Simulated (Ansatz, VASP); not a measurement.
# Two plane-wave programs on ScTe2

Contents of INCAR:

```
PREC     = Accurate       # precision mode
ENCUT    = 520            # plane-wave cutoff, eV
EDIFF    = 1E-6           # SCF threshold, eV
ISMEAR   = 0              # smearing method
SIGMA    = 0.05           # smearing width, eV
LREAL    = False          # projectors in reciprocal space
LASPH    = True           # aspherical terms in the spheres
NELM     = 80             # most SCF steps
ALGO     = Normal         # electronic algorithm
ISIF     = 2              # what is computed and relaxed
LWAVE    = False          # write WAVECAR
LCHARG   = False          # write CHGCAR
GGA      = PE             # functional
NBANDS   = 18             # bands
```

KPOINTS

```
Automatic mesh
0
Gamma
  8 8 8
```

Contents of POSCAR:

```
ScTe2
1.0
    0.0000000000      3.5627719815      3.5627719815
    3.5627719815      0.0000000000      3.5627719815
    3.5627719815      3.5627719815      0.0000000000
Sc Te
1 2
Direct
    0.0000000000      0.0000000000      0.0000000000
    0.2500000000      0.2500000000      0.2500000000
    0.7500000000      0.7500000000      0.7500000000
```

Input for Ansatz:

```yaml
crystal:
  lattice:
    - [0.0, 3.5627719815, 3.5627719815]
    - [3.5627719815, 0.0, 3.5627719815]
    - [3.5627719815, 3.5627719815, 0.0]
  atoms:
    - { symbol: Sc, position: [0.0, 0.0, 0.0] }
    - { symbol: Te, position: [0.25, 0.25, 0.25] }
    - { symbol: Te, position: [0.75, 0.75, 0.75] }
basis:
  ecutwfc: 420
  ecutrho_ratio: 4
kpoints:
  mp_grid: { grid: [8, 8, 8] }
hamiltonian:
  xc: pbe
scf:
  occupations: { method: gaussian, width: 0.05 }
output:
  forces: true
  stress: true
  eigenvalues: true
```

Alike in both runs: task single point; functional PBE; k mesh 8 × 8 × 8; occupations gaussian, width 0.05 eV; no spin polarisation.

|  | VASP | Ansatz |
| --- | --- | --- |
| version | VASP 6.6.1 | Ansatz 0.2.0 |
| potentials or method | VASP PAW PBE potentials, release 64 (Sc_sv, Te), cutoff 520 eV | scalar-relativistic, plane waves, PAW |
| valence electrons in the cell | 23 | 43 |

```tsv
	VASP	Ansatz	Ansatz less VASP
gap on the k mesh at the Fermi level (eV)	none	none	-
pressure (GPa)	0.0	0.0	-0.06
```

A gap of «none» marks a metal or a gap that the smearing closes. VASP's potentials hold 23 valence electrons a cell and Ansatz's 43, so a difference there can come from the potentials and not from the codes.

Spin-orbit coupling is off throughout.
